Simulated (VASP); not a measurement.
# Zr2H3 (R-3m) in VASP: further runs

Zr2H3 is run at these levels: PBE; tasks: single point, relaxation of cell and atoms.

All numbers are computed with VASP 6.6.1; they aren't measurements. Logs are shortened: lines on timing, memory, paths and dates and some standing lists are left out, and cuts for length are marked.

**1. The cell of the first run**

Symmetry: R-3m, No. 166, trigonal system. The conventional cell has a = 3.145 Å, b = 3.145 Å, c = 21.843 Å, α = 90.00°, β = 90.00°, γ = 120.00°. Within 2.8 Å of Zr (site symmetry 3m) lie 6 H at 2.09 to 2.27 Å. Within 3.0 Å of H (site symmetry -3m) lie 6 Zr at 2.27 Å. H (site symmetry 3m) has 3 Zr at 2.09 Å within 2.8 Å.

**2. Single point, PBE**

The input, INCAR:

```
SYSTEM = Zr2H3
ALGO     = Normal         ! electronic algorithm
EDIFF    = 1E-6           ! SCF threshold, eV
ENCUT    = 520            ! plane-wave cutoff, eV
GGA      = PE             ! functional
ISIF     = 2              ! what is computed and relaxed
ISMEAR   = 0              ! smearing method
LASPH    = .True.         ! aspherical terms in the spheres
LCHARG   = .True.         ! write CHGCAR
LELF     = .True.         ! ELF
LREAL    = .False.        ! projectors in reciprocal space
LVHAR    = .True.       
LWAVE    = .False.        ! write WAVECAR
NBANDS   = 22             ! bands
NELM     = 100            ! most SCF steps
PREC     = Accurate       ! precision mode
SIGMA    = 0.1            ! smearing width, eV
```

The input, KPOINTS:

```
k-points
0
Gamma
  6 6 6
  0 0 0
```

The input, POSCAR:

```
Zr2H3
1.0
    1.5724799148      0.9078717021      7.2808453395
   -1.5724799148      0.9078717021      7.2808453395
    0.0000000000     -1.8157434042      7.2808453395
Zr H
2 3
Direct
    0.3957204703      0.3957204703      0.3957204703
    0.6042795297      0.6042795297      0.6042795297
    0.0000000000      0.0000000000      0.0000000000
    0.2234970347      0.2234970347      0.2234970347
    0.7765029653      0.7765029653      0.7765029653
```

Potentials or basis: VASP PAW PBE potentials, release 64 (Zr_sv, H).

Run with:

```console
> cat potpaw_PBE.64/Zr_sv/POTCAR potpaw_PBE.64/H/POTCAR > POTCAR
> mpirun -np 1 vasp_std > vasp.out
```

OUTCAR:

```text
SYSTEM = Zr2H3
   EDIFF = 1E-6
   ENCUT = 520
   GGA = PE
   ISIF = 2
   ISMEAR = 0
   LASPH = .True.
   LREAL = .False.
   NELM = 100
   PREC = Accurate

 ion  position               nearest neighbor table
   1  0.396  0.396  0.396-   5 2.09   5 2.09   5 2.09   3 2.27   3 2.27   3 2.27   2 3.27   2 3.27
                             2 3.27
   2  0.604  0.604  0.604-   4 2.09   4 2.09   4 2.09   3 2.27   3 2.27   3 2.27   1 3.27   1 3.27
                             1 3.27
   3  0.000  0.000  0.000-   2 2.27   1 2.27   2 2.27   2 2.27   1 2.27   1 2.27
   4  0.223  0.223  0.223-   2 2.09   2 2.09   2 2.09
   5  0.777  0.777  0.777-   1 2.09   1 2.09   1 2.09

  LATTYP: Found a trigonal (rhomboedric) cell.
 ALAT       =     7.5038412142
 COS(alpha) =     0.9121720111

  Lattice vectors:

 A1 = (   1.5724799148,   0.9078717021,   7.2808453395)
 A2 = (  -1.5724799148,   0.9078717021,   7.2808453395)
 A3 = (   0.0000000000,  -1.8157434042,   7.2808453395)

Analysis of symmetry for initial positions (statically):
=====================================================================
 Subroutine PRICEL returns:
 Original cell was already a primitive cell.

 Routine SETGRP: Setting up the symmetry group for a
 trigonal (rhombohedral) supercell.

 Subroutine GETGRP returns: Found 12 space group operations
 (whereof 12 operations were pure point group operations)
 out of a pool of 12 trial point group operations.

The static configuration has the point symmetry D_3d.

Analysis of symmetry for dynamics (positions and initial velocities):
=====================================================================
 Subroutine PRICEL returns:
 Original cell was already a primitive cell.

 Routine SETGRP: Setting up the symmetry group for a
 trigonal (rhombohedral) supercell.

 Subroutine GETGRP returns: Found 12 space group operations
 (whereof 12 operations were pure point group operations)
 out of a pool of 12 trial point group operations.

The dynamic configuration has the point symmetry D_3d.

 Subroutine INISYM returns: Found 12 space group operations
 (whereof 12 operations are pure point group operations),
 and found     1 'primitive' translations

----------------------------------------------------------------------------------------

                                     Primitive cell

  volume of cell :      62.3652

  direct lattice vectors                    reciprocal lattice vectors
     1.572479915  0.907871702  7.280845339     0.317969085  0.183579537  0.045782230
    -1.572479915  0.907871702  7.280845339    -0.317969085  0.183579537  0.045782230
     0.000000000 -1.815743404  7.280845339     0.000000000 -0.367159074  0.045782230

  length of vectors
     7.503841214  7.503841214  7.503841214     0.370002430  0.370002430  0.370002430

  position of ions in fractional coordinates (direct lattice)
     0.395720470  0.395720470  0.395720470
     0.604279530  0.604279530  0.604279530
     0.000000000  0.000000000  0.000000000
     0.223497035  0.223497035  0.223497035
     0.776502965  0.776502965  0.776502965

  ion indices of the primitive-cell ions
   primitive index   ion index
                 1           1
                 2           2
                 3           3
                 4           4
                 5           5

----------------------------------------------------------------------------------------

 KPOINTS: k-points

Automatic generation of k-mesh.
 Grid dimensions read from file:
 generate k-points for:    6    6    6

 Generating k-lattice:

  Cartesian coordinates                     Fractional coordinates (reciprocal lattice)
     0.052994848  0.030596589  0.007630372     0.166666667  0.000000000  0.000000000
    -0.052994848  0.030596589  0.007630372     0.000000000  0.166666667  0.000000000
     0.000000000 -0.061193179  0.007630372     0.000000000  0.000000000  0.166666667

  Length of vectors
     0.061667072  0.061667072  0.061667072

  Shift w.r.t. Gamma in fractional coordinates (k-lattice)
     0.000000000  0.000000000  0.000000000

 Subroutine IBZKPT returns following result:
 ===========================================

 Found     32 irreducible k-points:

 Following reciprocal coordinates:
            Coordinates               Weight
  0.000000  0.000000  0.000000      1.000000
  0.166667  0.000000  0.000000      6.000000
  0.333333  0.000000  0.000000      6.000000
  0.500000  0.000000  0.000000      3.000000
  0.166667  0.166667  0.000000      6.000000
  0.333333  0.166667  0.000000     12.000000
[... 16 lines left out ...]
  0.500000  0.500000  0.166667      6.000000
 -0.333333  0.500000  0.166667     12.000000
 [... further k-points ...]
   k-points           NKPTS =     32   k-points in BZ     NKDIM =     32   number of bands    NBANDS=     22
   number of dos      NEDOS =    301   number of ions     NIONS =      5
   total plane-waves  NPLWV = 175616
   dimension x,y,z NGX =    56 NGY =   56 NGZ =   56
   dimension x,y,z NGXF=   112 NGYF=  112 NGZF=  112
   ions per type =               2   3
   NGX,Y,Z   is equivalent  to a cutoff of  12.41, 12.41, 12.41 a.u.
   NGXF,Y,Z  is equivalent  to a cutoff of  24.81, 24.81, 24.81 a.u.
 SYSTEM =  Zr2H3
   PREC   = accura    normal or accurate (medium, high low for compatibility)
   ISTART =      0    job   : 0-new  1-cont  2-samecut
   ICHARG =      2    charge: 1-file 2-atom 10-const
   ISPIN  =      1    spin polarized calculation?
   LNONCOLLINEAR =      F non collinear calculations
   LSORBIT =      F    spin-orbit coupling
   LASPH  =      T    aspherical Exc in radial PAW
   ENCUT  =  520.0 eV  38.22 Ry    6.18 a.u.  13.95 13.95 13.95*2*pi/ulx,y,z
   NELM   =    100;   NELMIN=  2; NELMDL= -5     # of ELM steps
   EDIFF  = 0.1E-05   stopping-criterion for ELM
   LREAL  =      F    real-space projection
   EDIFFG = 0.1E-04   stopping-criterion for IOM
   NSW    =      0    number of steps for IOM
   IBRION =     -1    ionic relax: 0-MD 1-quasi-New 2-CG
   NFREE  =      0    steps in history (QN), initial steepest desc. (CG)
   ISIF   =      2    stress and relaxation
   ISYM   =      2    0-nonsym 1-usesym 2-fastsym
   POTIM  = 0.5000    time-step for ionic-motion
   TEBEG  =    0.0;   TEEND  =   0.0 temperature during run
   PSTRESS=    0.0 pullay stress
   NELECT =      27.0000    total number of electrons
   NUPDOWN=      -1.0000    fix difference up-down
   EMIN   =  10.00;   EMAX   =-10.00  energy-range for DOS
   EFERMI =   0.00;   METHOD = LEGACY
   ISMEAR =     0;   SIGMA  =   0.10  broadening in eV -4-tet -1-fermi 0-gaus
   EFERMI_NEDOS =   21; number of points for ismear=-14 and -15
   IALGO  =     38    algorithm
   IMIX   =      4    mixing-type and parameters
     AMIX     =   0.40;   BMIX     =  1.00
     AMIX_MAG =   1.60;   BMIX_MAG =  1.00
  volume/ion in A,a.u.               =      12.47        84.17
  Fermi-wavevector in a.u.,A,eV,Ry     =   1.238460  2.340349 20.868376  1.533782
  Thomas-Fermi vector in A             =   2.372984
   LORBIT       =      0    0 simple, 1 ext, 2 COOP (PROOUT), +10 PAW based schemes
   GGA     = PE    functional components
   LHFCALC =     F    Hartree Fock is set to
   AEXX    =    0.0000 exact exchange contribution
   IVDW    =     0    specifies the selected vdW correction
   LEPSILON=     F    determine dielectric tensor
   LRPA    =     F    only Hartree local field effects (RPA)
 non-spin polarized calculation
 Gauss-broadening in eV      SIGMA  =   0.10
  energy-cutoff  :      520.00
  volume of cell :       62.37
 maximum number of plane-waves:      1690
   NGX = 27   NGY = 27   NGZ = 27

 number of electron      27.0000000 magnetization

 Free energy of the ion-electron system (eV)
  ---------------------------------------------------
  ext. energy  EPLUGINS =         0.00000000
  ---------------------------------------------------
  free energy    TOTEN  =       -28.34777104 eV

  energy without entropy =      -28.32237044  energy(sigma->0) =      -28.33507074

 E-fermi :   6.6891     XC(G=0): -10.1296

 val. band max:        6.6852835509   @ k =   0.5000   0.5000   0.1667
 cond. band min:       6.6974677920   @ k =   0.5000   0.3333   0.0000
 fundamental gap:      0.0121842411
 Fermi energy:         6.6891082555

 k-point     1 :       0.0000    0.0000    0.0000
  band No.  band energies     occupation
      1     -42.2251      2.00000
      2     -42.1679      2.00000
      3     -20.6075      2.00000
      4     -20.1512      2.00000
      5     -19.7768      2.00000
      6     -19.7768      2.00000
[... 14 lines left out ...]
     21      10.6103      0.00000
     22      12.2845      0.00000

 k-point     2 :       0.1667    0.0000    0.0000
  band No.  band energies     occupation
      1     -42.1917      2.00000
      2     -42.1413      2.00000
      3     -20.5450      2.00000
      4     -20.1669      2.00000
      5     -19.9925      2.00000
      6     -19.9666      2.00000
[... 14 lines left out ...]
     21      10.8967      0.00000
     22      13.4134      0.00000

 k-point     3 :       0.3333    0.0000    0.0000
  band No.  band energies     occupation
      1     -42.1221      2.00000
      2     -42.0893      2.00000
      3     -20.5347      2.00000
      4     -20.4806      2.00000
      5     -20.3132      2.00000
      6     -20.0961      2.00000
[... 14 lines left out ...]
     21      11.2074      0.00000
     22      13.2972      0.00000
[... 476 lines left out ...]
 k-point    23 :       0.5000    0.5000    0.1667
  band No.  band energies     occupation
      1     -42.1219      2.00000
      2     -42.0894      2.00000
      3     -20.5343      2.00000
      4     -20.4801      2.00000
      5     -20.3102      2.00000
      6     -20.1001      2.00000
[... 14 lines left out ...]
     21      12.2157      0.00000
     22      12.9712      0.00000

 k-point    24 :      -0.3333    0.5000    0.1667
  band No.  band energies     occupation
      1     -42.0842      2.00000
      2     -42.0658      2.00000
      3     -20.6221      2.00000
      4     -20.5609      2.00000
      5     -20.2588      2.00000
      6     -20.1594      2.00000
[... 14 lines left out ...]
     21      13.2642      0.00000
     22      14.0693      0.00000

 [... further k-points ...]
[... 5 lines left out ...]
  --------------------------------------------------------------------------------------
  -------------------------------------------------------------------------------------
  Total        0.0977687      0.0977687      0.1184115      0.0000000      0.0000000      0.0000000
  in kB        2.5116996      2.5116996      3.0420193      0.0000000      0.0000000      0.0000000
  external PRESSURE =       2.6884729 kB  Pullay stress =       0.0000000 kB

 VOLUME and BASIS-vectors are now :
 -----------------------------------------------------------------------------
  energy-cutoff  :      520.00
  volume of cell :       62.37
      direct lattice vectors                 reciprocal lattice vectors
     1.572479915  0.907871702  7.280845339     0.317969085  0.183579537  0.045782230
    -1.572479915  0.907871702  7.280845339    -0.317969085  0.183579537  0.045782230
     0.000000000 -1.815743404  7.280845339     0.000000000 -0.367159074  0.045782230

 POSITION                                       TOTAL-FORCE (eV/Angst)
 -----------------------------------------------------------------------------------
      0.00000      0.00000      8.64354         0.000000     -0.000000     -0.019324
      0.00000      0.00000     13.19900         0.000000      0.000000      0.019324
      0.00000      0.00000      0.00000         0.000000     -0.000000     -0.000000
      0.00000      0.00000      4.88174         0.000000     -0.000000     -0.025635
      0.00000      0.00000     16.96079         0.000000     -0.000000      0.025635
 -----------------------------------------------------------------------------------
    total drift:                                0.000000      0.000000      0.000000

  FREE ENERGIE OF THE ION-ELECTRON SYSTEM (eV)
  ---------------------------------------------------
  free  energy   TOTEN  =       -28.3477710425 eV

  energy  without entropy=      -28.3223704396  energy(sigma->0) =      -28.33507074
```

Wall time 2 min (1 thread of Intel Xeon Platinum 8375C at 2.90GHz (Ice Lake), shared host); peak memory 0.41 GiB.

Results:

| Item | Value |
| --- | --- |
| Free energy | -28.3478 eV |
| Pressure | 0.3 GPa |
| Largest force | 0.026 eV/Å |

Forces on the atoms (eV/Å):
```
Zr   0.000  0.000 -0.019
Zr   0.000  0.000  0.019
H    0.000  0.000  0.000
H    0.000  0.000 -0.026
H    0.000  0.000  0.026
```

Caveat: the k points lie up to 0.39 Å⁻¹ apart.

(Part 1 of 2 ends here.)
